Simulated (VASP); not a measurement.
The system is Pt.

```
Pt
1.0
     2.77405    0.00000    0.00000
    -1.38702    2.40239    0.00000
     0.00000    0.00000    4.53002
Pt
2
Direct
  0.33333 0.66667 0.25000
  0.66667 0.33333 0.75000
```

This isn't the form of Pt at room conditions, which is fcc.

```yaml
Program: VASP 6.6.1
Task: relaxation of cell and atoms
Functional: LDA
Potentials_or_basis: VASP PAW LDA potentials, release 64 (Pt)
Cutoff: 600 eV
k_mesh: 13 × 13 × 7
Occupations: fermi-dirac, width 0.1 eV
Spin: no spin polarisation
```

At the start: pressure -3.7 GPa; volume 15.09 Å³/atom.

**Question.** How do energy, volume and symmetry change on relaxing?

**Answer.** Over 7 steps the energy falls by 15.6 meV/atom and the volume is 14.90 Å³/atom (-1.3 %); space group P6_3/mmc (No. 194, to 0.1 Å) before and after.

Step by step:
```tsv
step	energy change (eV)	largest force (eV/Å)	pressure (GPa)	volume (Å³)
1	0.0000	0.0000	-3.69	30.19
2	0.0128	0.0000	12.67	28.68
3	-0.0164	0.0000	2.81	29.52
4	-0.0297	0.0000	0.67	29.77
5	-0.0308	0.0000	1.01	29.72
6	-0.0294	0.0000	-2.25	30.04
7	-0.0312	0.0000	0.02	29.81
```

Final structure:
```
CELL_PARAMETERS angstrom
2.71936 0.00000 0.00000
-1.35968 2.35503 0.00000
0.00000 0.00000 4.65471
ATOMIC_POSITIONS crystal
Pt 0.33333 0.66667 0.25000
Pt 0.66667 0.33333 0.75000
```
